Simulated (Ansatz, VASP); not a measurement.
**RbBr: VASP beside Ansatz**

```
CELL_PARAMETERS angstrom
0.00000 3.39123 3.39123
3.39123 0.00000 3.39123
3.39123 3.39123 0.00000
ATOMIC_POSITIONS crystal
Rb 0.00000 0.00000 0.00000
Br 0.50000 0.50000 0.50000
```

Alike in both runs: functional r2SCAN; k mesh 8 × 8 × 8; occupations fermi-dirac, width 0.02 eV; no spin polarisation.

Ansatz relaxed the structure, and its values are those at the end. VASP's run is a single point on that final structure, the one shown.

```csv
,VASP,Ansatz
version,VASP 6.6.1,Ansatz 0.2.0
potentials or method,"VASP PAW PBE potentials, release 64 (Rb_sv, Br), cutoff 520 eV",PAW plane waves
valence electrons in the cell,16,16
```

VASP gave:

| Item | Value |
| --- | --- |
| gap on the k mesh at the Fermi level (eV) | 5.06 |
| pressure (GPa) | 1.1 |

Question: What did Ansatz give for the same quantities?

Answer: gap on the k mesh at the Fermi level (eV): 5.06; pressure (GPa): 1.0.

VASP's potentials were made for PBE, not for r2SCAN. Ansatz's warnings: stress scf threshold loose.
